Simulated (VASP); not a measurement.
SiO2, 24 atoms in the cell. It takes space group Ia-3 (No. 206, cubic). The conventional cell has a = 8.095 Å, b = 8.095 Å, c = 8.095 Å, α = 90.00°, β = 90.00°, γ = 90.00°. Si (site symmetry 3) has 4 O at 1.59 to 1.61 Å within 2.1 Å. O (site symmetry 2) has 2 Si at 1.61 Å within 2.1 Å. O (site symmetry -3) has 2 Si at 1.59 Å within 2.1 Å. 

- Program: VASP 6.6.1
- Task: single point
- Functional: r2SCAN
- Potentials or basis: VASP PAW PBE potentials, release 64 (Si, O)
- Cutoff: 520 eV
- k mesh: 4 × 4 × 4
- Occupations: gaussian, width 0.02 eV
- Spin: no spin polarisation
- Dipole correction: no
- Further INCAR settings: LREAL = Auto; ALGO = Normal; EDIFF = 1e-06; NBANDS = 82

Potentials or basis: VASP PAW PBE potentials, release 64 (Si, O).

Run with:

```bash
$ cat potpaw_PBE.64/Si/POTCAR potpaw_PBE.64/O/POTCAR > POTCAR
$ cp INCAR.step1 INCAR
$ mpirun -np 1 vasp_std > vasp.out
$ cp INCAR.step2 INCAR
$ mpirun -np 1 vasp_std > vasp.out
```

Hardware: 1 thread of AMD EPYC 9R45 96-Core Processor (Zen 5) (shared host).

**Question.** Estimate the wall time of this run.

**Answer.** It took 15 min on 1 thread of AMD EPYC 9R45 96-Core Processor (Zen 5), on a shared host, peak memory 0.43 GiB. Counts: k points 8.
